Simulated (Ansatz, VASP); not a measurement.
**Y3AlN4: VASP beside Ansatz**

```
Y Al N
1.0
     4.78018    0.00000    0.00000
     0.00000    4.78018    0.00000
     0.00000    0.00000    4.78018
Y Al N
3 1 4
Direct
  0.50000 0.00000 0.50000
  0.50000 0.50000 0.00000
  0.00000 0.50000 0.50000
  0.00000 0.00000 0.00000
  0.00000 0.50000 0.00000
  0.50000 0.50000 0.50000
  0.00000 0.00000 0.50000
  0.50000 0.00000 0.00000
```

Alike in both runs: functional PBE; k mesh 8 × 8 × 8; occupations gaussian, width 0.1 eV; no spin polarisation.

Ansatz relaxed the structure, and its values are those at the end. VASP's run is a single point on that final structure, the one shown.

|  | VASP | Ansatz |
| --- | --- | --- |
| version | VASP 6.6.1 | Ansatz 0.2.0 |
| potentials or method | VASP PAW PBE potentials, release 64 (Y_sv, Al, N), cutoff 520 eV | scalar-relativistic, plane waves, PAW |
| valence electrons in the cell | 56 | 56 |

```csv
,VASP,Ansatz,Ansatz less VASP
gap on the k mesh at the Fermi level (eV),none,none,-
pressure (GPa),-0.2,0.0,+0.19
```

A gap of «none» marks a metal or a gap that the smearing closes. With one functional, cell and mesh, what is left measures potentials, basis and numerics.
